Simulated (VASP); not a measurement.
Wanted: the native input for a VASP 6.6.1 run.

```yaml
Task: single point
Functional: PBE
Potentials_or_basis: VASP PAW PBE potentials, release 64 (B, P)
Cutoff: 520 eV
k_mesh: 6 × 6 × 6
Occupations: gaussian, width 0.01 eV
Spin: no spin polarisation
Dipole_correction: no
Further_INCAR_settings: ALGO = Normal; EDIFF = 1e-06; NBANDS = 11
```

The structure of BP lies in POSCAR:

```
BP
1.0
    0.0000000000      2.2909988256      2.2590883222
    2.2909988256      0.0000000000      2.2590883222
    2.2909988256      2.2909988256      0.0000000000
B P
1 1
Direct
    0.0000000000      0.0000000000      0.0000000000
    0.2500000000      0.2500000000      0.2500000000
```

This cell differs from its parent crystal: epitaxial xy strain +1.0%.

The input as run:

INCAR

```
SYSTEM = BP
ALGO = Normal ; EDIFF = 1E-6
ENCUT = 520 ; GGA = PE
ISIF = 2 ; ISMEAR = 0
LASPH = .TRUE. ; LCHARG = .FALSE.
LREAL = .FALSE. ; LWAVE = .FALSE.
NBANDS = 11 ; NELM = 60
PREC = Accurate ; SIGMA = 0.01
```

KPOINTS

```
k-points
0
G
  6 6 6
  0 0 0
```

Potentials or basis: VASP PAW PBE potentials, release 64 (B, P).

Launch:

```sh
$ cat potpaw_PBE.64/B/POTCAR potpaw_PBE.64/P/POTCAR > POTCAR
$ mpirun -np 1 vasp_std > vasp.out
```

It gave:

```
Pressure               : -1.4 GPa
Band gap on the k mesh : 1.17 eV, indirect (least direct gap 3.23 eV)
```

Caveat: the cell differs from its parent crystal (epitaxial xy strain +1.0%).

Wall time 5.4 s on 1 thread of Intel(R) Xeon(R) Platinum 8488C (Sapphire Rapids), with other jobs on the host, peak memory 0.13 GiB.
